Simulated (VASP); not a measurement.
GaN: single point with B3LYP

The system is GaN.

```
Ga N
1.0
     0.00000    2.25350    2.25350
     2.25350    0.00000    2.25350
     2.25350    2.25350    0.00000
Ga N
1 1
Direct
  0.00000 0.00000 0.00000
  0.25000 0.25000 0.25000
```

* Program: VASP 6.6.1
* Task: single point
* Functional: B3LYP
* Potentials or basis: VASP PAW PBE potentials, release 64 (Ga_d, N)
* Cutoff: 520 eV
* k mesh: 6 × 6 × 6
* Occupations: fermi-dirac, width 0.05 eV
* Spin: no spin polarisation
* Dipole correction: no
* Grid for exact exchange (PRECFOCK): Normal
* Further INCAR settings: ALGO = Normal; EDIFF = 1e-07; NBANDS = 16
* Share of exact exchange: 0.2

* Pressure: 5.3 GPa
* Band gap on the k mesh: 3.40 eV

Levels at points of the mesh, in eV from the valence-band top:
| k point | band 6 | band 7 | band 8 | band 9 | band 10 | band 11 | band 12 | band 13 |
| --- | --- | --- | --- | --- | --- | --- | --- | --- |
| (0.00, 0.00, 0.00) | -14.98 | 0.00 | 0.00 | 0.00 | 3.40 | 12.21 | 12.21 | 12.21 |
| (0.50, 0.00, 0.00) | -13.32 | -7.40 | -1.03 | -1.03 | 6.43 | 10.84 | 12.28 | 12.28 |
| (0.50, 0.50, 0.00) | -12.77 | -6.49 | -2.85 | -2.85 | 5.07 | 8.50 | 13.92 | 16.21 |

It took 33 min on 1 thread of Intel Xeon 8259CL, on a shared host, peak memory 0.16 GiB.

Caveat: the cell stands under pressure; the PAW data sets were made with another functional, which shifts forces and pressure a little.
